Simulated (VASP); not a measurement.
# Se (Im-3m) in VASP: notebook

Se is run at these levels: LDA, r2SCAN; tasks: single point.

Everything below comes from runs of VASP 6.6.1. Logs are shortened: lines on timing, memory, paths and dates and some standing lists are left out, and cuts for length are marked.

**1. The cell of the first run**

The structure is cubic, space group Im-3m (No. 229). Conventional cell: a = 2.808 Å, b = 2.808 Å, c = 2.808 Å, α = 90.00°, β = 90.00°, γ = 90.00°. Se (site symmetry m-3m) has 14 Se at 2.43 to 2.81 Å within 3.2 Å.

**2. Single point, LDA**

INCAR reads:

```
  PREC = Accurate
  ENCUT = 520
  EDIFF = 1E-6
  ISMEAR = -1
  SIGMA = 0.1
  LREAL = F
  LASPH = T
  NELM = 80
  ALGO = Normal
  ISIF = 2
  LWAVE = F
  LCHARG = F
  NBANDS = 9
```

KPOINTS reads:

```
Automatic mesh
0
Gamma
  16 16 16
```

POSCAR reads:

```
Se
1.0
    2.4314530190     -0.0000000135     -0.0000000233
   -0.8104843270      2.2923958950     -0.0000000233
   -0.8104843270     -1.1461979139      1.9852731001
Se
1
Direct
    0.0000000000      0.0000000000      0.0000000000
```

Potentials or basis: VASP PAW LDA potentials, release 64 (Se).

Command:

```console
> cat potpaw_LDA.64/Se/POTCAR > POTCAR
> mpirun -np 1 vasp_std > vasp.out
```

OUTCAR:

```text
PREC = Accurate
   ENCUT = 520
   EDIFF = 1E-6
   ISMEAR = -1
   LREAL = F
   LASPH = T
   NELM = 80
   ISIF = 2

 ion  position               nearest neighbor table
   1  0.000  0.000  0.000-

  LATTYP: Found a body centered cubic cell.
 ALAT       =     2.8076001102

  Lattice vectors:

 A1 = (   2.4314530190,  -0.0000000135,  -0.0000000233)
 A2 = (  -0.8104843270,   2.2923958950,  -0.0000000233)
 A3 = (  -0.8104843270,  -1.1461979139,   1.9852731001)

Analysis of symmetry for initial positions (statically):
=====================================================================
 Subroutine PRICEL returns:
 Original cell was already a primitive cell.

 Routine SETGRP: Setting up the symmetry group for a
 body centered cubic supercell.

 Subroutine GETGRP returns: Found 48 space group operations
 (whereof 48 operations were pure point group operations)
 out of a pool of 48 trial point group operations.

The static configuration has the point symmetry O_h .

Analysis of symmetry for dynamics (positions and initial velocities):
=====================================================================
 Subroutine PRICEL returns:
 Original cell was already a primitive cell.

 Routine SETGRP: Setting up the symmetry group for a
 body centered cubic supercell.

 Subroutine GETGRP returns: Found 48 space group operations
 (whereof 48 operations were pure point group operations)
 out of a pool of 48 trial point group operations.

The dynamic configuration has the point symmetry O_h .

 Subroutine INISYM returns: Found 48 space group operations
 (whereof 48 operations are pure point group operations),
 and found     1 'primitive' translations

----------------------------------------------------------------------------------------

                                     Primitive cell

  volume of cell :      11.0656

  direct lattice vectors                    reciprocal lattice vectors
     2.431453019 -0.000000014 -0.000000023     0.411276714  0.145408277  0.251854515
    -0.810484327  2.292395895 -0.000000023     0.000000005  0.436224830  0.251854515
    -0.810484327 -1.146197914  1.985273100     0.000000005  0.000000007  0.503709042

  length of vectors
     2.431453019  2.431453019  2.431453019     0.503709042  0.503709042  0.503709042

  position of ions in fractional coordinates (direct lattice)
     0.000000000  0.000000000  0.000000000

  ion indices of the primitive-cell ions
   primitive index   ion index
                 1           1

----------------------------------------------------------------------------------------

 KPOINTS: Automatic mesh

Automatic generation of k-mesh.
 Grid dimensions read from file:
 generate k-points for:   16   16   16

 Generating k-lattice:

  Cartesian coordinates                     Fractional coordinates (reciprocal lattice)
     0.025704795  0.009088017  0.015740907     0.062500000 -0.000000000 -0.000000000
     0.000000000  0.027264052  0.015740907     0.000000000  0.062500000 -0.000000000
     0.000000000  0.000000000  0.031481815     0.000000000  0.000000000  0.062500000

  Length of vectors
     0.031481815  0.031481815  0.031481815

  Shift w.r.t. Gamma in fractional coordinates (k-lattice)
     0.000000000  0.000000000  0.000000000

 Subroutine IBZKPT returns following result:
 ===========================================

 Found    145 irreducible k-points:

 Following reciprocal coordinates:
            Coordinates               Weight
  0.000000  0.000000  0.000000      1.000000
  0.062500 -0.000000  0.000000     12.000000
  0.125000 -0.000000  0.000000     12.000000
  0.187500  0.000000  0.000000     12.000000
  0.250000 -0.000000  0.000000     12.000000
  0.312500 -0.000000  0.000000     12.000000
[... 16 lines left out ...]
  0.187500  0.187500  0.000000     24.000000
  0.250000  0.187500  0.000000     48.000000
 [... further k-points ...]
   k-points           NKPTS =    145   k-points in BZ     NKDIM =    145   number of bands    NBANDS=      9
   number of dos      NEDOS =    301   number of ions     NIONS =      1
   total plane-waves  NPLWV =   5832
   dimension x,y,z NGX =    18 NGY =   18 NGZ =   18
   dimension x,y,z NGXF=    36 NGYF=   36 NGZF=   36
   ions per type =               1
   NGX,Y,Z   is equivalent  to a cutoff of  12.31, 12.31, 12.31 a.u.
   NGXF,Y,Z  is equivalent  to a cutoff of  24.61, 24.61, 24.61 a.u.
 SYSTEM =  unknown system
   PREC   = accura    normal or accurate (medium, high low for compatibility)
   ISTART =      0    job   : 0-new  1-cont  2-samecut
   ICHARG =      2    charge: 1-file 2-atom 10-const
   ISPIN  =      1    spin polarized calculation?
   LNONCOLLINEAR =      F non collinear calculations
   LSORBIT =      F    spin-orbit coupling
   LASPH  =      T    aspherical Exc in radial PAW
   ENCUT  =  520.0 eV  38.22 Ry    6.18 a.u.   4.52  4.52  4.52*2*pi/ulx,y,z
   NELM   =     80;   NELMIN=  2; NELMDL= -5     # of ELM steps
   EDIFF  = 0.1E-05   stopping-criterion for ELM
   LREAL  =      F    real-space projection
   EDIFFG = 0.1E-04   stopping-criterion for IOM
   NSW    =      0    number of steps for IOM
   IBRION =     -1    ionic relax: 0-MD 1-quasi-New 2-CG
   NFREE  =      0    steps in history (QN), initial steepest desc. (CG)
   ISIF   =      2    stress and relaxation
   ISYM   =      2    0-nonsym 1-usesym 2-fastsym
   POTIM  = 0.5000    time-step for ionic-motion
   TEBEG  =    0.0;   TEEND  =   0.0 temperature during run
   PSTRESS=    0.0 pullay stress
   NELECT =       6.0000    total number of electrons
   NUPDOWN=      -1.0000    fix difference up-down
   EMIN   =  10.00;   EMAX   =-10.00  energy-range for DOS
   EFERMI =   0.00;   METHOD = LEGACY
   ISMEAR =    -1;   SIGMA  =   0.10  broadening in eV -4-tet -1-fermi 0-gaus
   EFERMI_NEDOS =   21; number of points for ismear=-14 and -15
   IALGO  =     38    algorithm
   IMIX   =      4    mixing-type and parameters
     AMIX     =   0.40;   BMIX     =  1.00
     AMIX_MAG =   1.60;   BMIX_MAG =  1.00
  volume/ion in A,a.u.               =      11.07        74.67
  Fermi-wavevector in a.u.,A,eV,Ry     =   1.334955  2.522699 24.247013  1.782105
  Thomas-Fermi vector in A             =   2.463697
   LORBIT       =      0    0 simple, 1 ext, 2 COOP (PROOUT), +10 PAW based schemes
   GGA     = CA    functional components
   LHFCALC =     F    Hartree Fock is set to
   AEXX    =    0.0000 exact exchange contribution
   IVDW    =     0    specifies the selected vdW correction
   LEPSILON=     F    determine dielectric tensor
   LRPA    =     F    only Hartree local field effects (RPA)
 non-spin polarized calculation
  energy-cutoff  :      520.00
  volume of cell :       11.07
 maximum number of plane-waves:       321
   NGX =  9   NGY =  9   NGZ =  9

 number of electron       5.9999998 magnetization

 Free energy of the ion-electron system (eV)
  ---------------------------------------------------
  ext. energy  EPLUGINS =         0.00000000
  ---------------------------------------------------
  free energy    TOTEN  =        -1.28961589 eV

  energy without entropy =       -1.27612644  energy(sigma->0) =       -1.28287116

 E-fermi :  15.7525     XC(G=0): -13.6344

 val. band max:       15.7394526309   @ k =   0.3125   0.1250   0.0625
 cond. band min:      15.7657631522   @ k =   0.2500   0.0625   0.0625
 fundamental gap:      0.0263105214
 Fermi energy:        15.7524690946

 k-point     1 :       0.0000    0.0000    0.0000
  band No.  band energies     occupation
      1      -8.2896      2.00000
      2      23.2178      0.00000
      3      23.2178      0.00000
      4      23.2178      0.00000
      5      29.8260      0.00000
      6      29.8260      0.00000
      7      29.8260      0.00000
      8      33.6018      0.00000
      9      33.6018      0.00000

 k-point     2 :       0.0625   -0.0000    0.0000
  band No.  band energies     occupation
      1      -8.1417      2.00000
      2      22.0538      0.00000
      3      22.5829      0.00000
      4      23.0663      0.00000
      5      29.0389      0.00000
      6      29.4820      0.00000
      7      30.7038      0.00000
      8      32.0732      0.00000
      9      32.5728      0.00000

 k-point     3 :       0.1250   -0.0000    0.0000
  band No.  band energies     occupation
      1      -7.6980      2.00000
      2      19.3521      0.00000
      3      21.2571      0.00000
      4      22.6332      0.00000
      5      27.6386      0.00000
      6      28.1817      0.00000
      7      31.9610      0.00000
      8      32.3227      0.00000
      9      32.7597      0.00000

 k-point     4 :       0.1875    0.0000    0.0000
  band No.  band energies     occupation
      1      -6.9593      2.00000
      2      16.1166      0.05109
      3      19.8513      0.00000
      4      21.9999      0.00000
      5      26.2943      0.00000
      6      26.8542      0.00000
      7      31.9763      0.00000
      8      33.1736      0.00000
      9      35.3854      0.00000

 k-point     5 :       0.2500   -0.0000    0.0000
  band No.  band energies     occupation
      1      -5.9277      2.00000
      2      12.8150      2.00000
      3      18.5926      0.00000
      4      21.2953      0.00000
      5      25.1520      0.00000
      6      25.7617      0.00000
      7      32.5398      0.00000
      8      34.2256      0.00000
      9      38.3570      0.00000

 k-point     6 :       0.3125   -0.0000    0.0000
  band No.  band energies     occupation
      1      -4.6082      2.00000
      2       9.6386      2.00000
      3      17.5667      0.00000
      4      20.6425      0.00000
      5      24.2504      0.00000
      6      24.9169      0.00000
      7      33.5519      0.00000
      8      35.4656      0.00000
      9      41.5901      0.00000
[... 169 lines left out ...]
 k-point    21 :       0.3750    0.1250    0.0000
  band No.  band energies     occupation
      1      -0.7978      2.00000
      2       4.4754      2.00000
      3      13.4048      2.00000
      4      17.9866      0.00000
      5      24.8487      0.00000
      6      28.1704      0.00000
      7      34.0367      0.00000
      8      38.0010      0.00000
      9      42.0139      0.00000

 k-point    22 :       0.4375    0.1250    0.0000
  band No.  band energies     occupation
      1       0.4958      2.00000
      2       2.9117      2.00000
      3      13.2484      2.00000
      4      17.8615      0.00000
      5      24.7312      0.00000
      6      28.1256      0.00000
      7      35.4521      0.00000
      8      36.3110      0.00000
      9      43.3993      0.00000

 k-point    23 :       0.1875    0.1875    0.0000
  band No.  band energies     occupation
      1      -4.3158      2.00000
      2      11.1655      2.00000
      3      13.3560      2.00000
      4      18.8340      0.00000
      5      26.7141      0.00000
      6      28.1887      0.00000
      7      33.3095      0.00000
      8      35.5659      0.00000
      9      40.5322      0.00000

 k-point    24 :       0.2500    0.1875    0.0000
  band No.  band energies     occupation
      1      -2.8678      2.00000
      2       8.7726      2.00000
      3      11.8610      2.00000
      4      18.1233      0.00000
      5      26.5411      0.00000
      6      28.8125      0.00000
      7      33.6587      0.00000
      8      37.4022      0.00000
      9      41.0400      0.00000

 [... further k-points ...]
[... 5 lines left out ...]
  --------------------------------------------------------------------------------------
  -------------------------------------------------------------------------------------
  Total       11.0429765     11.0429765     11.0429765     -0.0000000     -0.0000000     -0.0000000
  in kB     1598.8987874   1598.8987874   1598.8987876     -0.0000000     -0.0000000     -0.0000000
  external PRESSURE =    1598.8987874 kB  Pullay stress =       0.0000000 kB

 VOLUME and BASIS-vectors are now :
 -----------------------------------------------------------------------------
  energy-cutoff  :      520.00
  volume of cell :       11.07
      direct lattice vectors                 reciprocal lattice vectors
     2.431453019 -0.000000014 -0.000000023     0.411276714  0.145408277  0.251854515
    -0.810484327  2.292395895 -0.000000023     0.000000005  0.436224830  0.251854515
    -0.810484327 -1.146197914  1.985273100     0.000000005  0.000000007  0.503709042

 POSITION                                       TOTAL-FORCE (eV/Angst)
 -----------------------------------------------------------------------------------
      0.00000      0.00000      0.00000         0.000000     -0.000000      0.000000
 -----------------------------------------------------------------------------------
    total drift:                                0.000000      0.000000      0.000000

  FREE ENERGIE OF THE ION-ELECTRON SYSTEM (eV)
  ---------------------------------------------------
  free  energy   TOTEN  =        -1.2896158888 eV

  energy  without entropy=       -1.2761264354  energy(sigma->0) =       -1.28287116
```

Wall time 6.1 s (1 thread of Intel Xeon Platinum 8375C at 2.90GHz (Ice Lake), shared host); peak memory 0.12 GiB.

What came out:

| Property | Result |
| --- | --- |
| Free energy | -1.2896 eV |
| Pressure | 159.9 GPa |
| Band gap on the k mesh | zero (band 3 reaches 23.22 eV, above the bottom of band 4 at 7.34 eV) |

**3. Single point, r2SCAN**

POSCAR is that of step 2.

INCAR.step1 reads:

```
PREC = Accurate ; ENCUT = 520
ISMEAR = -1 ; SIGMA = 0.1
LREAL = False ; LASPH = True
NELM = 60 ; NBANDS = 9
GGA = PE ; ALGO = Normal
EDIFF = 1E-4 ; LWAVE = True
LCHARG = False
```

INCAR.step2 reads:

```
PREC = Accurate ; ENCUT = 520
EDIFF = 1E-6 ; ISMEAR = -1
SIGMA = 0.1 ; LREAL = False
LASPH = True ; NELM = 60
ALGO = Normal ; ISIF = 2
LWAVE = False ; LCHARG = True
METAGGA = R2SCAN ; LMIXTAU = True
LELF = True ; LVHAR = True
NBANDS = 9 ; ISTART = 1
```

KPOINTS reads:

```
regular mesh
0
Gamma
  16 16 16
```

Potentials or basis: VASP PAW PBE potentials, release 64 (Se).

Command:

```console
> cat potpaw_PBE.64/Se/POTCAR > POTCAR
> cp INCAR.step1 INCAR
> mpirun -np 1 vasp_std > vasp.out
> cp INCAR.step2 INCAR
> mpirun -np 1 vasp_std > vasp.out
```

Run time: 30 s. Hardware: 1 thread of Intel Xeon Platinum 8375C at 2.90GHz (Ice Lake), shared host; peak memory 0.13 GiB.

It converged, with:

```
Free energy            : -10.6802 eV
Pressure               : 174.3 GPa
Band gap on the k mesh : zero (band 3 reaches 23.23 eV, above the bottom of band 4 at 6.55 eV)
```

Levels at points of the mesh, in eV from the Fermi level:
```
           k point  band 1  band 2  band 3  band 4  band 5  band 6
(0.00, 0.00, 0.00)  -25.12    7.89    7.89    7.89   14.48   14.48
(0.50, 0.00, 0.00)  -16.30  -13.91    0.39    4.30    7.55    8.71
(0.50, 0.50, 0.50)   -8.01   -6.89   -6.89   -6.89    0.52    0.52
```

Caveat: the PAW data sets were made with another functional, which shifts forces and pressure a little.
